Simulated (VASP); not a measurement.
Set up this calculation in VASP 6.6.1, as the native input.

* Task: single point
* Functional: PBEsol
* Potentials or basis: VASP PAW PBE potentials, release 64 (Ga_d, P)
* Cutoff: 520 eV
* k mesh: 8 × 8 × 8
* Occupations: gaussian, width 0.01 eV
* Spin: non-collinear spin, zero start, spin-orbit coupling
* Starting moments: [[0.0, 0.0, 0.0], [0.0, 0.0, 0.0]] μB
* Dipole correction: no
* Further INCAR settings: ALGO = Normal; EDIFF = 1e-07; NBANDS = 30

The structure of GaP lies in POSCAR:

```
GaP
1.0
    2.7328604416      2.7328604416      0.0000000000
   -2.7328604416      2.7328604416      0.0000000000
    0.0000000000      2.7328604416      2.7079361534
Ga P
1 1
Direct
    0.0000000000      0.0000000000      0.0000000000
    0.7500000000      0.2500000000      0.5000000000
```

This cell differs from its parent crystal: film at in-plane strain +0.005.

These files were run (other wordings do the same):

INCAR

```
SYSTEM = GaP
PREC = Accurate ; ENCUT = 520
EDIFF = 1E-7 ; ISMEAR = 0
SIGMA = 0.01 ; LREAL = .False.
LASPH = .True. ; NELM = 150
ALGO = Normal ; ISIF = 2
LWAVE = .False. ; LCHARG = .False.
MAGMOM = 0 0 0 0 0 0 ; LORBIT = 11
LSORBIT = .True. ; GGA_COMPAT = .False.
LORBMOM = .True. ; GGA = PS
NBANDS = 30
```

KPOINTS

```
Automatic mesh
0
Gamma
  8 8 8
  0 0 0
```

Potentials or basis: VASP PAW PBE potentials, release 64 (Ga_d, P).

The run is started by

```bash
$ cat potpaw_PBE.64/Ga_d/POTCAR potpaw_PBE.64/P/POTCAR > POTCAR
$ mpirun -np 1 vasp_ncl > vasp.out
```

Results of the run:

```yaml
Pressure: -0.7 GPa
Net_moment: 0.00 μB per cell
Valence_electrons_inside_the_program's_atomic_spheres: Ga 11.73; P 2.53
```

Caveat: the cell differs from its parent crystal (film at in-plane strain +0.005); the PAW data sets were made with another functional, which shifts forces and pressure a little.

Wall time 6.1 min on 1 thread of Intel Xeon 8259CL (shared host), peak memory 0.37 GiB.
